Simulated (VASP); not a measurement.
# Be2ZnTe2Se: relaxation of cell and atoms with PBE

Be2ZnTe2Se:

```xyz
6
Lattice="3.8957 0.0000 0.0000 -1.9478 3.3738 0.0000 0.0000 0.0000 10.7519" Properties=species:S:1:pos:R:3 pbc="T T T"
Be    0.0000    2.2492    5.3760
Be    1.9478    1.1246    5.3760
Zn    0.0000    0.0000    5.3760
Te    0.0000    0.0000    8.1334
Te    0.0000    0.0000    2.6185
Se    0.0000    0.0000    0.0000
```

The cell was built from a structure type or drawn by symmetry, and may not be a known phase.

* Program: VASP 6.6.1
* Task: relaxation of cell and atoms
* Functional: PBE
* Potentials or basis: VASP PAW PBE potentials, release 64 (Be, Zn, Te, Se)
* Cutoff: 600 eV
* k mesh: 12 × 12 × 4
* Occupations: gaussian, width 0.1 eV
* Spin: no spin polarisation
* Dipole correction: no
* Further INCAR settings: ALGO = Normal; EDIFF = 1e-06; IBRION = 2; EDIFFG = -0.01; NSW = 100; ISIF = 3

```json
{
  "Relaxed volume": "23.51 Å³/atom",
  "Relaxed cell": "a = 3.879 Å, b = 3.879 Å, c = 10.825 Å, α = 90.00°, β = 90.00°, γ = 120.00°",
  "Space group after relaxing (to 0.1 Å)": "P6/mmm (No. 191)",
  "Energy gained by relaxing": "0.5 meV/atom",
  "Ionic steps": "9",
  "Pressure after relaxing": "0.0 GPa",
  "Largest force after relaxing": "0.003 eV/Å",
  "Band gap on the k mesh": "zero (bands 17 and 18 overlap by 2.79 eV)"
}
```

Forces on the atoms (eV/Å):
```
Be   0.000  0.000  0.000
Be   0.000  0.000  0.000
Zn   0.000  0.000  0.000
Te   0.000  0.000  0.003
Te   0.000  0.000 -0.003
Se   0.000  0.000  0.000
```

Step by step:
| step | energy change (eV) | largest force (eV/Å) | pressure (GPa) | volume (Å³) |
| --- | --- | --- | --- | --- |
| 1 | 0.0000 | 0.0164 | 0.03 | 141.31 |
| 2 | -0.0021 | 0.0654 | -0.14 | 141.41 |
| 3 | -0.0022 | 0.0709 | -0.13 | 141.42 |
| 4 | -0.0028 | 0.0417 | 0.01 | 141.02 |
| 5 | -0.0028 | 0.0301 | 0.06 | 140.86 |
| 6 | -0.0028 | 0.0063 | 0.17 | 140.54 |
| 7 | -0.0029 | 0.0246 | 0.08 | 140.78 |
| 8 | -0.0030 | 0.0122 | 0.03 | 140.95 |
| 9 | -0.0031 | 0.0034 | 0.00 | 141.07 |

Final structure:
```
CELL_PARAMETERS angstrom
3.87912 0.00000 0.00000
-1.93956 3.35941 0.00000
0.00000 0.00000 10.82516
ATOMIC_POSITIONS crystal
Be 0.33333 0.66667 0.50000
Be 0.66667 0.33333 0.50000
Zn 0.00000 0.00000 0.50000
Te 0.00000 0.00000 0.75749
Te 0.00000 0.00000 0.24251
Se 0.00000 0.00000 0.00000
```

Levels at points of the mesh, in eV from the Fermi level:
```tsv
k point	band 13	band 14	band 15	band 16	band 17	band 18	band 19	band 20	band 21
(0.00, 0.00, 0.00)	-0.33	-0.05	0.82	0.82	1.26	1.26	2.29	2.29	3.22
(0.50, 0.00, 0.00)	-3.42	-1.82	-1.24	-0.96	-0.23	0.64	1.11	1.69	1.99
(0.00, 0.00, 0.50)	-0.51	0.53	0.53	1.65	1.65	2.29	2.29	2.51	3.03
(0.50, 0.00, 0.50)	-2.53	-1.82	-1.72	-1.56	-1.28	0.27	0.78	2.49	2.99
```

Wall time 7.1 min on 1 thread of Intel(R) Xeon(R) 6975P-C (Granite Rapids) (shared host), peak memory 0.49 GiB.

Caveat: spin-orbit coupling is left out, which moves the levels of the heavy elements.
